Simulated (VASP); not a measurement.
## Cl: relaxation of shape and atoms at fixed volume with PBEsol

The system is Cl.

```xyz
4
Lattice="3.5560 -1.9718 0.0000 3.5560 1.9718 0.0000 0.0000 0.0000 8.0931" Properties=species:S:1:pos:R:3 pbc="T T T"
Cl    3.5560   -1.4768    0.8983
Cl    3.5560   -0.4949    4.9448
Cl    3.5560    1.4768    7.1949
Cl    3.5560    0.4949    3.1483
```

```yaml
Program: VASP 6.6.1
Task: relaxation of shape and atoms at fixed volume
Functional: PBEsol
Potentials_or_basis: VASP PAW PBE potentials, release 64 (Cl)
Cutoff: 600 eV
k_mesh: 8 × 8 × 4
Occupations: gaussian, width 0.02 eV
Spin: no spin polarisation
Dipole_correction: no
Further_INCAR_settings: ALGO = Normal; EDIFF = 1e-06; IBRION = 2; EDIFFG = -0.01; NSW = 50; ISIF = 4
```

```json
{"Energy gained by relaxing": "3.6 meV/atom", "Ionic steps": "3", "Pressure after relaxing": "-0.2 GPa", "Largest force after relaxing": "0.006 eV/Å", "Band gap on the k mesh": "2.18 eV"}
```

Forces on the atoms (eV/Å):
```
Cl   0.000 -0.005  0.004
Cl   0.000  0.005  0.004
Cl   0.000  0.005 -0.004
Cl   0.000 -0.005 -0.004
```

The path:
| step | energy change (eV) | largest force (eV/Å) | pressure (GPa) | volume (Å³) |
| --- | --- | --- | --- | --- |
| 1 | 0.0000 | 0.4051 | -1.16 | 113.49 |
| 2 | -0.0062 | 0.3450 | 0.61 | 113.49 |
| 3 | -0.0142 | 0.0063 | -0.17 | 113.49 |

Final structure:
```cif
data_structure
_symmetry_space_group_name_H-M 'P 1'
_symmetry_Int_Tables_number 1
_cell_length_a 4.0831
_cell_length_b 4.0831
_cell_length_c 8.0436
_cell_angle_alpha 90.000
_cell_angle_beta 90.000
_cell_angle_gamma 57.811
_cell_volume 113.49
loop_
_atom_site_label
_atom_site_type_symbol
_atom_site_fract_x
_atom_site_fract_y
_atom_site_fract_z
_atom_site_occupancy
Cl1 Cl 0.87598 0.12402 0.10979 1
Cl2 Cl 0.62402 0.37598 0.60979 1
Cl3 Cl 0.12402 0.87598 0.89021 1
Cl4 Cl 0.37598 0.62402 0.39021 1
```

Levels at points of the mesh, in eV from the valence-band top:
| k point | band 10 | band 11 | band 12 | band 13 | band 14 | band 15 | band 16 | band 17 | band 18 |
| --- | --- | --- | --- | --- | --- | --- | --- | --- | --- |
| (0.00, 0.00, 0.00) | -2.49 | -1.13 | -0.48 | -0.43 | 0.00 | 2.18 | 3.12 | 6.25 | 6.86 |
| (0.50, 0.00, 0.00) | -2.87 | -0.96 | -0.96 | -0.51 | -0.51 | 3.02 | 3.02 | 7.67 | 7.67 |
| (0.50, 0.50, 0.00) | -2.65 | -1.45 | -1.22 | -0.45 | -0.15 | 2.24 | 3.03 | 8.19 | 8.22 |
| (0.00, 0.00, 0.50) | -2.47 | -0.94 | -0.94 | -0.22 | -0.22 | 2.57 | 2.57 | 6.77 | 6.77 |
| (0.50, 0.00, 0.50) | -2.91 | -0.63 | -0.63 | -0.17 | -0.17 | 2.61 | 2.61 | 7.95 | 7.95 |
| (0.50, 0.50, 0.50) | -2.61 | -0.99 | -0.99 | -0.75 | -0.75 | 2.57 | 2.57 | 8.92 | 8.92 |

It took 110 s on 1 thread of AMD EPYC 9R45 96-Core Processor (Zen 5), with other jobs on the host, peak memory 0.29 GiB.

Caveat: this functional lacks dispersion, which holds the molecules together, so the pressure and a relaxed volume are unreliable; the PAW data sets were made with another functional, which shifts forces and pressure a little. A k mesh can miss the band edges.
